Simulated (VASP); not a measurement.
Set up this calculation in VASP 6.6.1, as the native input.

```
Task                   : single point
Functional             : PBEsol
Potentials or basis    : VASP PAW PBE potentials, release 64 (Ni, O)
Cutoff                 : 520 eV
k mesh                 : 12 × 12 × 6
Occupations            : gaussian, width 0.02 eV
Spin                   : no spin polarisation
Dipole correction      : no
Further INCAR settings : ALGO = Normal; EDIFF = 1e-06; NBANDS = 18
```

The structure of NiO2 lies in POSCAR:

```
NiO2
1.0
    2.7843771558      0.0000000000      0.0000000000
   -1.3921885779      2.4113413506      0.0000000000
    0.0000000000      0.0000000000      5.1722008372
Ni O
1 2
Direct
    0.0000000000      0.0000000000      0.5000000000
    0.6666666667      0.3333333333      0.6804084812
    0.3333333333      0.6666666667      0.3195915188
```

This cell differs from its parent crystal: volume scaled by 1.06, then relaxed in part.

One way to write it, as run:

INCAR

```
SYSTEM = NiO2
  ALGO = Normal
  EDIFF = 1E-6
  ENCUT = 520
  GGA = PS
  ISIF = 2
  ISMEAR = 0
  LASPH = .True.
  LCHARG = .True.
  LELF = .True.
  LREAL = .False.
  LVHAR = .True.
  LWAVE = .False.
  NBANDS = 18
  NELM = 100
  PREC = Accurate
  SIGMA = 0.02
```

KPOINTS

```
k-points
0
Gamma
  12 12 6
  0 0 0
```

Potentials or basis: VASP PAW PBE potentials, release 64 (Ni, O).

The run is started by

```bash
$ cat potpaw_PBE.64/Ni/POTCAR potpaw_PBE.64/O/POTCAR > POTCAR
$ mpirun -np 1 vasp_std > vasp.out
```

Results of the run:

| Quantity | Value |
| --- | --- |
| Pressure | 0.6 GPa |
| Largest force | 0.063 eV/Å |
| Band gap on the k mesh | 1.10 eV, indirect (least direct gap 1.33 eV) |

Caveat: the PAW data sets were made with another functional, which shifts forces and pressure a little.

Wall time 86 s on 1 thread of Intel Xeon 8259CL, with other jobs on the host, peak memory 0.2 GiB.
